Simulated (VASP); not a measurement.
A run of VASP 6.6.1:

File POSCAR:

```
Ni
1.0
    2.4480228978      0.0000000000      0.0000000000
   -1.2240114489      2.1200500186      0.0000000000
    0.0000000000      0.0000000000      4.0728075700
Ni
2
Direct
    0.6666666667      0.3333333333      0.7500000000
    0.3333333333      0.6666666667      0.2500000000
```

INCAR.step1

```
PREC = Accurate
ENCUT = 650
ISMEAR = -1
SIGMA = 0.05
LREAL = F
LASPH = T
NELM = 200
ISPIN = 2
MAGMOM = 1 1
LMAXMIX = 4
NBANDS = 29
GGA = PE
ALGO = Normal
EDIFF = 1E-5
LWAVE = T
LCHARG = F
GGA_COMPAT = F
```

INCAR.step2

```
PREC = Accurate
ENCUT = 650
EDIFF = 1E-6
ISMEAR = -1
SIGMA = 0.05
LREAL = F
LASPH = T
NELM = 200
ALGO = Normal
ISIF = 2
LWAVE = F
LCHARG = T
ISPIN = 2
MAGMOM = 1 1
LORBIT = 11
LMAXMIX = 4
METAGGA = R2SCAN
LMIXTAU = T
LELF = T
LVHAR = T
NBANDS = 29
ISTART = 1
GGA_COMPAT = F
```

KPOINTS

```
regular mesh
0
Gamma
  7 7 4
```

Potentials or basis: VASP PAW PBE potentials, release 64 (Ni_sv_GW).

The run is started by

```sh
$ cat potpaw_PBE.64/Ni_sv_GW/POTCAR > POTCAR
$ cp INCAR.step1 INCAR
$ mpirun -np 1 vasp_std > vasp.out
$ cp INCAR.step2 INCAR
$ mpirun -np 1 vasp_std > vasp.out
```

Hardware: 1 thread of Intel(R) Xeon(R) 6975P-C (Granite Rapids), with other jobs on the host.

Question: How long does it take, and how much memory?

Answer: Run time: 96 s on 1 thread of Intel(R) Xeon(R) 6975P-C (Granite Rapids) (shared host), peak memory 0.19 GiB. Counts: k points 24.
